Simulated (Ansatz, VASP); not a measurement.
# WC in VASP and in Ansatz

File INCAR:

```
SYSTEM = WC
PREC = Accurate
ENCUT = 600
EDIFF = 1E-6
ISMEAR = -1
SIGMA = 0.1
LREAL = .False.
LASPH = .True.
NELM = 120
ALGO = Normal
ISIF = 2
LWAVE = .False.
LCHARG = .True.
GGA = CA
LELF = .True.
LVHAR = .True.
NBANDS = 16
GGA_COMPAT = .False.
```

File KPOINTS:

```
Automatic mesh
0
Gamma
  9 9 8
  0 0 0
```

POSCAR

```
WC
1.0
    2.9065000000      0.0000000000      0.0000000000
   -1.4532500000      2.5171030000      0.0000000000
    0.0000000000      0.0000000000      2.8366000000
W C
1 1
Direct
    0.0000000000      0.0000000000      0.0000000000
    0.6666670000      0.3333330000      0.5000000000
```

Input for Ansatz:

```yaml
crystal:
  lattice:
    - [2.9065, 0.0, 0.0]
    - [-1.45325, 2.517103, 0.0]
    - [0.0, 0.0, 2.8366]
  atoms:
    - { symbol: W, position: [0.0, 0.0, 0.0] }
    - { symbol: C, position: [0.666667, 0.333333, 0.5] }
kpoints:
  mp_grid: { grid: [9, 9, 8] }
hamiltonian:
  xc: lda
scf:
  occupations: { method: fermi_dirac, width: 0.1 }
output:
  forces: true
  stress: true
  eigenvalues: true
```

Alike in both runs: task single point; functional LDA; k mesh 9 × 9 × 8; occupations fermi-dirac, width 0.1 eV; no spin polarisation.

```csv
,VASP,Ansatz
version,VASP 6.6.1,Ansatz 0.2.0
potentials or method,"VASP PAW LDA potentials, release 64 (W_sv, C)","plane waves, PAW"
plane-wave cutoff (eV),600,420
valence electrons in the cell,18,18
```

VASP gave:

```
gap on the k mesh at the Fermi level (eV)                     : none
pressure (GPa)                                                : -7.4
traceless stress, the component that is largest in VASP (GPa) : -1.60
```

Question: Which values does Ansatz return?

Answer: gap on the k mesh at the Fermi level (eV): none; pressure (GPa): -9.8; traceless stress, the component that is largest in VASP (GPa): -1.88.

LDA's correlation is that of Perdew and Zunger in VASP and of Perdew and Wang (1992) in Ansatz. A gap of «none» marks a metal or a gap that the smearing closes. Ansatz's warnings: structure snapped to symmetry.

Neither program's run includes spin-orbit coupling.
